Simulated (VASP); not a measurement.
Input of a VASP 6.6.1 run:

File INCAR:

```
PREC = Accurate
ENCUT = 700
EDIFF = 1E-6
ISMEAR = -1
SIGMA = 0.05
LREAL = False
LASPH = True
NELM = 120
ALGO = Normal
ISIF = 2
LWAVE = False
LCHARG = False
GGA = PE
NBANDS = 46
GGA_COMPAT = False
```

File KPOINTS:

```
Automatic mesh
0
Gamma
  12 12 4
```

POSCAR

```
Cu
1.0
    2.5640673725      0.0000000000      0.0000000000
   -1.2820336863      2.2205474816      0.0000000000
    0.0000000000      0.0000000000      8.3705356409
Cu
4
Direct
    0.6666666667      0.3333333333      0.7500000000
    0.0000000000      0.0000000000      0.5000000000
    0.3333333333      0.6666666667      0.2500000000
    0.0000000000      0.0000000000      0.0000000000
```

Potentials or basis: VASP PAW PBE potentials, release 64 (Cu_sv_GW).

The run is started by

```console
$ cat potpaw_PBE.64/Cu_sv_GW/POTCAR > POTCAR
$ mpirun -np 1 vasp_std > vasp.out
```

Q: What does it give for the band gap on the k mesh?

A: Zero (band 38 reaches 10.81 eV, above the bottom of band 39 at 5.74 eV).

Q: Predict the pressure.

A: -4.1 GPa.

Stress tensor (GPa, compression positive):
```
-3.95  0.00  0.00
 0.00 -3.95  0.00
 0.00  0.00 -4.46
```
